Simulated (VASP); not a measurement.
# Ba (P6/mmm) in VASP: further runs, part 2 of 2

VASP 6.6.1. Earlier steps stand in the parts before.

### 5 Single point, PBE

This run uses another cell than the first one, of 55.97 Å³/atom, 1.500 times its volume.

INCAR reads:

```
SYSTEM = Ba
PREC = Accurate
ENCUT = 520
EDIFF = 1E-7
ISMEAR = -1
SIGMA = 0.08
LREAL = .FALSE.
LASPH = .TRUE.
NELM = 100
ALGO = Normal
ISIF = 2
LWAVE = .FALSE.
LCHARG = .FALSE.
GGA = PE
NBANDS = 11
```

KPOINTS reads:

```
regular mesh
0
G
  10 10 9
  0 0 0
```

POSCAR reads:

```
Ba
1.0
    4.1201239747      0.0000000000      0.0000000000
   -2.0600619873      3.5681320288      0.0000000000
    0.0000000000      0.0000000000      3.8071235111
Ba
1
Direct
    0.0000000000      0.0000000000      0.0000000000
```

Potentials or basis: VASP PAW PBE potentials, release 64 (Ba_sv).

The run is started by

```
> cat potpaw_PBE.64/Ba_sv/POTCAR > POTCAR
> mpirun -np 1 vasp_std > vasp.out
```

OUTCAR:

```text
SYSTEM = Ba
   PREC = Accurate
   ENCUT = 520
   EDIFF = 1E-7
   ISMEAR = -1
   LREAL = .FALSE.
   LASPH = .TRUE.
   NELM = 100
   ISIF = 2
   GGA = PE

 ion  position               nearest neighbor table
   1  0.000  0.000  0.000-

  LATTYP: Found a hexagonal cell.
 ALAT       =     4.1201239747
 C/A-ratio  =     0.9240312997

  Lattice vectors:

 A1 = (   4.1201239747,   0.0000000000,   0.0000000000)
 A2 = (  -2.0600619873,   3.5681320288,   0.0000000000)
 A3 = (   0.0000000000,   0.0000000000,   3.8071235111)

Analysis of symmetry for initial positions (statically):
=====================================================================
 Subroutine PRICEL returns:
 Original cell was already a primitive cell.

 Routine SETGRP: Setting up the symmetry group for a
 hexagonal supercell.

 Subroutine GETGRP returns: Found 24 space group operations
 (whereof 24 operations were pure point group operations)
 out of a pool of 24 trial point group operations.

The static configuration has the point symmetry D_6h.

[... 164 lines left out ...]

 k-point     1 :       0.0000    0.0000    0.0000
  band No.  band energies     occupation
      1     -26.8782      2.00000
      2     -11.7002      2.00000
      3     -11.7002      2.00000
      4     -11.6267      2.00000
      5      -0.6616      2.00000
      6       2.1277      0.85082
      7       3.8990      0.00000
      8       3.8990      0.00000
      9       7.4797      0.00000
     10       7.4797      0.00000
     11       8.4607      0.00000
[... 309 lines left out ...]
 k-point    24 :       0.4000    0.1000    0.1111
  band No.  band energies     occupation
      1     -26.7945      2.00000
      2     -12.3809      2.00000
      3     -11.9002      2.00000
      4     -11.6589      2.00000
      5       1.3897      1.99973
      6       2.7286      0.00081
      7       3.1424      0.00000
      8       5.2204      0.00000
      9       6.0662      0.00000
     10       7.5051      0.00000
     11       8.6638      0.00000

 [... further k-points ...]

------------------------ aborting loop because EDIFF is reached ----------------------------------------

  FORCE on cell =-STRESS in cart. coord.  units (eV):
  Direction    XX          YY          ZZ          XY          YZ          ZX
  --------------------------------------------------------------------------------------
  -------------------------------------------------------------------------------------
  Total        0.3889825      0.3889825      0.4247972      0.0000000      0.0000000      0.0000000
  in kB       11.1350586     11.1350586     12.1602950      0.0000000      0.0000000      0.0000000
  external PRESSURE =      11.4768041 kB  Pullay stress =       0.0000000 kB

 VOLUME and BASIS-vectors are now :
 -----------------------------------------------------------------------------
  energy-cutoff  :      520.00
  volume of cell :       55.97
      direct lattice vectors                 reciprocal lattice vectors
     4.120123975  0.000000000  0.000000000     0.242711143  0.140129344  0.000000000
    -2.060061987  3.568132029  0.000000000     0.000000000  0.280258688  0.000000000
     0.000000000  0.000000000  3.807123511     0.000000000  0.000000000  0.262665500

 POSITION                                       TOTAL-FORCE (eV/Angst)
 -----------------------------------------------------------------------------------
      0.00000      0.00000      0.00000         0.000000      0.000000      0.000000
 -----------------------------------------------------------------------------------
    total drift:                                0.000000      0.000000     -0.000000

  FREE ENERGIE OF THE ION-ELECTRON SYSTEM (eV)
  ---------------------------------------------------
  free  energy   TOTEN  =        -1.7191045679 eV

  energy  without entropy=       -1.6954282509  energy(sigma->0) =       -1.70726641
```

OSZICAR:

```text
N       E                     dE             d eps       ncg     rms          rms(c)
DAV:   1     0.531873731621E+02    0.53187E+02   -0.42847E+03  1540   0.753E+02
DAV:   2     0.730355905401E+00   -0.52457E+02   -0.50995E+02  1840   0.139E+02
DAV:   3    -0.166556808772E+01   -0.23959E+01   -0.23725E+01  1968   0.302E+01
DAV:   4    -0.172141467188E+01   -0.55847E-01   -0.55729E-01  1956   0.430E+00
DAV:   5    -0.172321713237E+01   -0.18025E-02   -0.18022E-02  2110   0.562E-01    0.204E+00
DAV:   6    -0.171965513717E+01    0.35620E-02   -0.74500E-03  1970   0.699E-01    0.119E+00
DAV:   7    -0.171878596332E+01    0.86917E-03   -0.13667E-02  1909   0.103E+00    0.629E-02
DAV:   8    -0.171910378285E+01   -0.31782E-03   -0.52382E-04  1917   0.178E-01    0.274E-02
DAV:   9    -0.171910655103E+01   -0.27682E-05   -0.10697E-05  1954   0.230E-02    0.570E-03
DAV:  10    -0.171910480868E+01    0.17423E-05   -0.21070E-06  1921   0.941E-03    0.119E-03
DAV:  11    -0.171910467085E+01    0.13783E-06   -0.62371E-08  1611   0.160E-03    0.723E-04
DAV:  12    -0.171910455493E+01    0.11592E-06   -0.22824E-08  1061   0.138E-03    0.103E-04
DAV:  13    -0.171910456788E+01   -0.12952E-07   -0.17572E-09   947   0.250E-04
   1 F= -.17191046E+01 E0= -.17072664E+01  d E =-.236763E-01
```

stdout:

```text
POSCAR found type information on POSCAR Ba
 POSCAR found :  1 types and       1 ions
 scaLAPACK will be used
 LDA part: xc-table for (Slater+PW92), standard interpolation
 POSCAR, INCAR and KPOINTS ok, starting setup
 FFT: planning ... GRIDC
 FFT: planning ... GRID_SOFT
 FFT: planning ... GRID
 WAVECAR not read
 entering main loop
```

It took 12 s on 1 thread of Intel Xeon 6975P-C (Granite Rapids), shared host; peak memory 0.19 GiB.

What came out:

```
Free energy            : -1.7191 eV
Pressure               : 1.1 GPa
Band gap on the k mesh : zero (band 5 reaches 2.49 eV, above the bottom of band 6 at 1.91 eV)
```

Caveat: spin-orbit coupling is left out, which moves the levels of the heavy elements.

### 6 Overview

| cell | gap on the mesh (eV) | pressure (GPa) |
| --- | --- | --- |
| a = 3.631, b = 3.631, c = 3.267 Å, angles 90.0, 90.0, 120.0°, 1 atom | none | 9.4 |
| a = 3.806, b = 3.806, c = 3.469 Å, angles 90.0, 90.0, 120.0°, 1 atom | none | 5.3 |
| a = 3.969, b = 3.969, c = 3.646 Å, angles 90.0, 90.0, 120.0°, 1 atom | none | 2.8 |
| a = 4.120, b = 4.120, c = 3.807 Å, angles 90.0, 90.0, 120.0°, 1 atom | none | 1.1 |

Alike in all rows: task single point; level PBE; potentials or basis VASP PAW PBE potentials, release 64 (Ba_sv); no spin polarisation; k mesh 10 × 10 × 9; cutoff (eV) 520; smearing fermi-dirac 0.08 eV.

Caveats: spin-orbit coupling is left out, which moves the levels of the heavy elements.

Absolute energies hang on the potentials; compare differences alone.
